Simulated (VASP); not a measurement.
A run of VASP 6.6.1:

INCAR

```
SYSTEM = TiO2
  ALGO = Normal
  EDIFF = 1E-6
  ENCUT = 520
  GGA = PS
  ISIF = 2
  ISMEAR = -1
  IVDW = 12
  LASPH = .TRUE.
  LCHARG = .FALSE.
  LREAL = .FALSE.
  LWAVE = .FALSE.
  NBANDS = 46
  NELM = 100
  PREC = Accurate
  SIGMA = 0.05
```

The input KPOINTS:

```
k-points
0
G
  6 6 5
  0 0 0
```

File POSCAR:

```
TiO2
1.0
    5.3755112165      0.0000000000      0.0000000000
   -2.6877556083      4.6553292718      0.0000000000
    0.0000000000      0.0000000000      5.8539886792
Ti O
3 6
Direct
    0.4510639418      0.0000000000      0.3333333333
    0.0000000000      0.4510639418      0.6666666667
    0.5489360582      0.5489360582      0.0000000000
    0.5898694417      0.8848238362      0.1003851734
    0.7050456055      0.1151761638      0.5662814933
    0.2949543945      0.4101305583      0.7670518401
    0.8848238362      0.5898694417      0.8996148266
    0.1151761638      0.7050456055      0.4337185067
    0.4101305583      0.2949543945      0.2329481599
```

Potentials or basis: VASP PAW PBE potentials, release 64 (Ti_sv, O).

Command:

```console
$ cat potpaw_PBE.64/Ti_sv/POTCAR potpaw_PBE.64/O/POTCAR > POTCAR
$ mpirun -np 1 vasp_std > vasp.out
```

Hardware: 1 thread of AMD EPYC 7R13, on a shared host.

Estimate the wall time of this run.

Run time: 6.2 min on 1 thread of AMD EPYC 7R13 (shared host), peak memory 0.3 GiB. Counts: scf iterations 15, k points 27.
